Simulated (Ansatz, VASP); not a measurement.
One calculation of ZnO, two programs

```
Zn O
1.0
     5.43988    0.00000    0.00000
     0.00000    5.43988    0.00000
     0.00000    0.00000    3.20357
Zn O
4 4
Direct
  0.18218 0.18218 0.50000
  0.81782 0.81782 0.50000
  0.68218 0.31782 0.00000
  0.31782 0.68218 0.00000
  0.81789 0.18211 0.50000
  0.18211 0.81789 0.50000
  0.68211 0.68211 0.00000
  0.31789 0.31789 0.00000
```

Alike in both runs: functional LDA; k mesh 6 × 6 × 8; no spin polarisation.

Ansatz relaxed the structure, and its values are those at the end. VASP's run is a single point on that final structure, the one shown.

```csv
,VASP,Ansatz
version,VASP 6.6.1,Ansatz 0.2.0
potentials or method,"VASP PAW LDA potentials, release 64 (Zn, O), cutoff 520 eV","scalar-relativistic, plane waves, PAW"
occupations,"gaussian, width 0.01 eV",fixed
valence electrons in the cell,72,72
```

Ansatz gave:

- gap on the k mesh at the Fermi level (eV): 0.78
- least direct gap on the mesh (eV): 0.78
- pressure (GPa): 0.0

Q: Estimate VASP's values.

A: gap on the k mesh at the Fermi level (eV): 0.79; least direct gap on the mesh (eV): 0.79; pressure (GPa): 1.2.

LDA's correlation is that of Perdew and Zunger in VASP and of Perdew and Wang (1992) in Ansatz.
